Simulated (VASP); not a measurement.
# Zr3PbW3 (Pm-3m) in VASP: further runs, part 2 of 2

VASP 6.6.1. The steps go on from the part before.

## Step 3: Single point, PBE

Contents of INCAR:

```
SYSTEM = Zr3PbW3
PREC = Accurate
ENCUT = 520
EDIFF = 1E-6
ISMEAR = 0
SIGMA = 0.1
LREAL = .FALSE.
LASPH = .TRUE.
NELM = 100
ALGO = Normal
ISIF = 2
LWAVE = .FALSE.
LCHARG = .FALSE.
GGA = PE
NBANDS = 55
```

Contents of KPOINTS:

```
Automatic mesh
0
G
  4 4 4
  0 0 0
```

Contents of POSCAR:

```
Zr3PbW3
1.0
    5.5255811052      0.0000000000      0.0000000000
    0.0000000000      5.5255811052      0.0000000000
    0.0000000000      0.0000000000      5.5255811052
Zr Pb W
3 1 3
Direct
    0.5000000000      0.5000000000      0.0000000000
    0.0000000000      0.5000000000      0.5000000000
    0.5000000000      0.0000000000      0.5000000000
    0.5000000000      0.5000000000      0.5000000000
    0.5000000000      0.0000000000      0.0000000000
    0.0000000000      0.5000000000      0.0000000000
    0.0000000000      0.0000000000      0.5000000000
```

Potentials or basis: VASP PAW PBE potentials, release 64 (Zr_sv, Pb_d, W_sv).

On the command line:

```bash
$ cat potpaw_PBE.64/Zr_sv/POTCAR potpaw_PBE.64/Pb_d/POTCAR potpaw_PBE.64/W_sv/POTCAR > POTCAR
$ mpirun -np 1 vasp_std > vasp.out
```

OUTCAR:

```text
SYSTEM = Zr3PbW3
   PREC = Accurate
   ENCUT = 520
   EDIFF = 1E-6
   ISMEAR = 0
   LREAL = .FALSE.
   LASPH = .TRUE.
   NELM = 100
   ISIF = 2
   GGA = PE

 ion  position               nearest neighbor table
   1  0.500  0.500  0.000-   4 2.76   5 2.76   6 2.76   4 2.76   5 2.76   6 2.76
   2  0.000  0.500  0.500-   4 2.76   6 2.76   7 2.76   6 2.76   7 2.76   4 2.76
   3  0.500  0.000  0.500-   4 2.76   5 2.76   7 2.76   5 2.76   4 2.76   7 2.76
   4  0.500  0.500  0.500-   1 2.76   2 2.76   3 2.76   1 2.76   3 2.76   2 2.76
   5  0.500  0.000  0.000-   1 2.76   3 2.76   3 2.76   1 2.76
   6  0.000  0.500  0.000-   1 2.76   2 2.76   2 2.76   1 2.76
   7  0.000  0.000  0.500-   2 2.76   3 2.76   2 2.76   3 2.76
[... 773 lines left out ...]
  Total        0.0553648      0.0553648      0.0553648     -0.0000000     -0.0000000      0.0000000
  in kB        0.5257882      0.5257882      0.5257882     -0.0000000     -0.0000000      0.0000000
  external PRESSURE =       0.5257882 kB  Pullay stress =       0.0000000 kB

 VOLUME and BASIS-vectors are now :
 -----------------------------------------------------------------------------
  energy-cutoff  :      520.00
  volume of cell :      168.71
      direct lattice vectors                 reciprocal lattice vectors
     5.525581105  0.000000000  0.000000000     0.180976440  0.000000000  0.000000000
     0.000000000  5.525581105  0.000000000     0.000000000  0.180976440  0.000000000
     0.000000000  0.000000000  5.525581105     0.000000000  0.000000000  0.180976440

 POSITION                                       TOTAL-FORCE (eV/Angst)
 -----------------------------------------------------------------------------------
      2.76279      2.76279      0.00000         0.000000      0.000000      0.000000
      0.00000      2.76279      2.76279         0.000000      0.000000      0.000000
      2.76279      0.00000      2.76279         0.000000      0.000000      0.000000
      2.76279      2.76279      2.76279         0.000000      0.000000      0.000000
      2.76279      0.00000      0.00000         0.000000      0.000000      0.000000
      0.00000      2.76279      0.00000         0.000000      0.000000      0.000000
      0.00000      0.00000      2.76279         0.000000      0.000000      0.000000
 -----------------------------------------------------------------------------------
    total drift:                                0.000000      0.000000     -0.000000

  FREE ENERGIE OF THE ION-ELECTRON SYSTEM (eV)
  ---------------------------------------------------
  free  energy   TOTEN  =       -55.4254784703 eV

  energy  without entropy=      -55.3262546030  energy(sigma->0) =      -55.37586654
```

OSZICAR:

```text
N       E                     dE             d eps       ncg     rms          rms(c)
DAV:   1     0.127875780480E+04    0.12788E+04   -0.50406E+04  1124   0.182E+03
DAV:   2     0.648585526791E+02   -0.12139E+04   -0.11888E+04  1128   0.580E+02
DAV:   3    -0.471533429849E+02   -0.11201E+03   -0.10681E+03  1560   0.171E+02
DAV:   4    -0.575936540963E+02   -0.10440E+02   -0.99669E+01  1832   0.386E+01
DAV:   5    -0.583824183924E+02   -0.78876E+00   -0.76417E+00  1777   0.789E+00    0.305E+01
DAV:   6    -0.565899059233E+02    0.17925E+01   -0.18392E+01  1450   0.136E+01    0.128E+01
DAV:   7    -0.559670623805E+02    0.62284E+00   -0.14230E+01  1547   0.105E+01    0.844E+00
DAV:   8    -0.554079164575E+02    0.55915E+00   -0.29339E+00  1373   0.566E+00    0.136E+00
DAV:   9    -0.554248295259E+02   -0.16913E-01   -0.22596E-01  1632   0.163E+00    0.493E-01
DAV:  10    -0.554259701320E+02   -0.11406E-02   -0.11018E-02  1556   0.492E-01    0.195E-01
DAV:  11    -0.554255468426E+02    0.42329E-03   -0.18362E-03  1480   0.143E-01    0.599E-02
DAV:  12    -0.554254853200E+02    0.61523E-04   -0.31799E-04  1429   0.630E-02    0.212E-02
DAV:  13    -0.554254801740E+02    0.51459E-05   -0.33876E-05  1520   0.332E-02    0.513E-03
DAV:  14    -0.554254791277E+02    0.10463E-05   -0.29987E-06  1004   0.776E-03    0.228E-03
DAV:  15    -0.554254784703E+02    0.65745E-06   -0.36776E-07   747   0.437E-03
   1 F= -.55425478E+02 E0= -.55375867E+02  d E =-.992239E-01
```

stdout:

```text
POSCAR found type information on POSCAR ZrPbW
 POSCAR found :  3 types and       7 ions
 scaLAPACK will be used
 LDA part: xc-table for (Slater+PW92), standard interpolation
 POSCAR, INCAR and KPOINTS ok, starting setup
 FFT: planning ... GRIDC
 FFT: planning ... GRID_SOFT
 FFT: planning ... GRID
 WAVECAR not read
 entering main loop
```

Run time: 50 s. Hardware: 1 thread of Intel Xeon 6975P-C (Granite Rapids), shared host; peak memory 0.29 GiB.

What came out:

- Free energy: -55.4255 eV
- Pressure: 0.1 GPa
- Band gap on the k mesh: zero (band 46 reaches 7.53 eV, above the bottom of band 47 at 7.34 eV)

Levels at points of the mesh, in eV from the Fermi level:
| k point | band 43 | band 44 | band 45 | band 46 | band 47 | band 48 | band 49 | band 50 |
| --- | --- | --- | --- | --- | --- | --- | --- | --- |
| (0.00, 0.00, 0.00) | -1.26 | -1.19 | -1.19 | -1.19 | 1.33 | 1.33 | 1.33 | 1.65 |
| (0.50, 0.00, 0.00) | -0.67 | -0.10 | -0.02 | -0.02 | 0.32 | 0.73 | 0.73 | 0.97 |
| (0.50, 0.50, 0.00) | -0.61 | -0.55 | -0.14 | -0.10 | -0.10 | 0.14 | 0.40 | 0.89 |
| (0.50, 0.50, 0.50) | 0.05 | 0.05 | 0.09 | 0.09 | 0.11 | 0.11 | 0.11 | 0.32 |

Caveat: spin-orbit coupling is left out, which moves the levels of the heavy elements.
